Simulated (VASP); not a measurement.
# Ca (Im-3m) in VASP: a run that goes wrong, beside a sound one

A flawed run on Ca and a sound one for comparison.

All numbers are computed with VASP 6.6.1; they aren't measurements. Logs are shortened: lines on timing, memory, paths and dates and some standing lists are left out, and cuts for length are marked.

**1. The cell of the first run**

Symmetry: Im-3m, No. 229, cubic system. Conventional cell: a = 4.480 Å, b = 4.480 Å, c = 4.480 Å, α = 90.00°, β = 90.00°, γ = 90.00°. Ca (site symmetry m-3m) has 14 Ca at 3.88 to 4.48 Å within 5.1 Å.

This isn't the form of Ca at room conditions, which is fcc.

**2. A run with an altered input**

INCAR reads:

```
SYSTEM = Ca
GGA = PE ; ISMEAR = -5
SIGMA = 0.1 ; LWAVE = .FALSE.
LCHARG = .FALSE. ; NBANDS = 16
PREC = Accurate ; LASPH = .TRUE.
LREAL = .FALSE. ; ALGO = Normal
EDIFF = 1E-6 ; NELM = 50
GGA_COMPAT = .FALSE. ; ENCUT = 300
```

KPOINTS reads:

```
Automatic mesh
0
Gamma
  1 1 1
  0 0 0
```

KPOINTS_OPT reads:

```
path GHNGPH,PN
12
line-mode
reciprocal
 0.0000000000  0.0000000000  0.0000000000  G
 0.5000000000 -0.5000000000  0.5000000000  H

 0.5000000000 -0.5000000000  0.5000000000  H
 0.0000000000  0.0000000000  0.5000000000  N

 0.0000000000  0.0000000000  0.5000000000  N
 0.0000000000  0.0000000000  0.0000000000  G

 0.0000000000  0.0000000000  0.0000000000  G
 0.2500000000  0.2500000000  0.2500000000  P

 0.2500000000  0.2500000000  0.2500000000  P
 0.5000000000 -0.5000000000  0.5000000000  H

 0.2500000000  0.2500000000  0.2500000000  P
 0.0000000000  0.0000000000  0.5000000000  N
```

POSCAR reads:

```
Ca
1.0
   -2.2400000000      2.2400000000      2.2400000000
    2.2400000000     -2.2400000000      2.2400000000
    2.2400000000      2.2400000000     -2.2400000000
Ca
1
Direct
    0.0000000000      0.0000000000      0.0000000000
```

Potentials or basis: VASP PAW PBE potentials, release 64 (Ca_sv).

Started as:

```bash
> cat potpaw_PBE.64/Ca_sv/POTCAR > POTCAR
> mpirun -np 1 vasp_std > vasp.out
```

OUTCAR:

```text
SYSTEM = Ca
   GGA = PE
   ISMEAR = -5
   PREC = Accurate
   LASPH = .TRUE.
   LREAL = .FALSE.
   EDIFF = 1E-6
   NELM = 50
   ENCUT = 300

|       ---->  I REFUSE TO CONTINUE WITH THIS SICK JOB ... BYE!!! <----       |
|                                                                             |
 -----------------------------------------------------------------------------
```

On the terminal:

```text
POSCAR found type information on POSCAR Ca
 POSCAR found :  1 types and       1 ions
[... 17 lines left out ...]

1
```

stdout:

```text
POSCAR found type information on POSCAR Ca
 POSCAR found :  1 types and       1 ions
 scaLAPACK will be used
 LDA part: xc-table for (Slater+PW92), standard interpolation
 -----------------------------------------------------------------------------
|                                                                             |
|     EEEEEEE  RRRRRR   RRRRRR   OOOOOOO  RRRRRR      ###     ###     ###     |
|     E        R     R  R     R  O     O  R     R     ###     ###     ###     |
|     E        R     R  R     R  O     O  R     R     ###     ###     ###     |
|     EEEEE    RRRRRR   RRRRRR   O     O  RRRRRR       #       #       #      |
|     E        R   R    R   R    O     O  R   R                               |
|     E        R    R   R    R   O     O  R    R      ###     ###     ###     |
|     EEEEEEE  R     R  R     R  OOOOOOO  R     R     ###     ###     ###     |
|                                                                             |
|     IBZKPT: tetrahedron method fails for NKPT<4. NKPT = 1                   |
|                                                                             |
|       ---->  I REFUSE TO CONTINUE WITH THIS SICK JOB ... BYE!!! <----       |
|                                                                             |
 -----------------------------------------------------------------------------

1
```

Run time: 0.6 s. Hardware: 1 thread of Intel Xeon 6975P-C (Granite Rapids), shared host.

The input was rejected before any iteration. The fault, put in on purpose: tetrahedra on too few k points (ISMEAR = -5; KPAR = left out; k = 1 × 1 × 1).

**3. Band structure, PBE**

INCAR reads:

```
SYSTEM = Ca
GGA = PE ; ISMEAR = 1
SIGMA = 0.1 ; LWAVE = .FALSE.
LCHARG = .FALSE. ; NBANDS = 16
PREC = Accurate ; LASPH = .TRUE.
LREAL = .FALSE. ; ALGO = Normal
EDIFF = 1E-6 ; NELM = 120
GGA_COMPAT = .FALSE. ; ENCUT = 300
```

KPOINTS reads:

```
Automatic mesh
0
Gamma
  10 10 10
  0 0 0
```

KPOINTS_OPT is that of step 2.

POSCAR is that of step 2.

Potentials or basis: VASP PAW PBE potentials, release 64 (Ca_sv).

Started as:

```bash
> cat potpaw_PBE.64/Ca_sv/POTCAR > POTCAR
> mpirun -np 1 vasp_std > vasp.out
```

Wall time 9.8 s (1 thread of Intel Xeon 6975P-C (Granite Rapids), shared host); peak memory 0.14 GiB.

Results (log left out):

| Quantity | Value |
| --- | --- |
| Free energy | -1.9130 eV |
| Band gap along the path | zero within the smearing |

Levels at the corners of the path, in eV from the Fermi level:
```tsv
point	band 2	band 3	band 4	band 5	band 6	band 7	band 8	band 9
Γ	-23.16	-23.16	-23.16	-3.96	2.18	2.18	2.18	3.17
H	-23.24	-23.24	-23.24	0.10	0.10	3.66	3.66	3.66
H	-23.24	-23.24	-23.24	0.10	0.10	3.66	3.66	3.66
N	-23.27	-23.20	-23.16	-0.88	-0.09	1.29	3.06	3.42
N	-23.27	-23.20	-23.16	-0.88	-0.09	1.29	3.06	3.42
Γ	-23.16	-23.16	-23.16	-3.96	2.18	2.18	2.18	3.17
Γ	-23.16	-23.16	-23.16	-3.96	2.18	2.18	2.18	3.17
P	-23.21	-23.21	-23.21	0.32	0.32	0.32	3.32	3.46
P	-23.21	-23.21	-23.21	0.32	0.32	0.32	3.32	3.46
H	-23.24	-23.24	-23.24	0.10	0.10	3.66	3.66	3.66
P	-23.21	-23.21	-23.21	0.32	0.32	0.32	3.32	3.46
N	-23.27	-23.20	-23.16	-0.88	-0.09	1.29	3.06	3.42
```
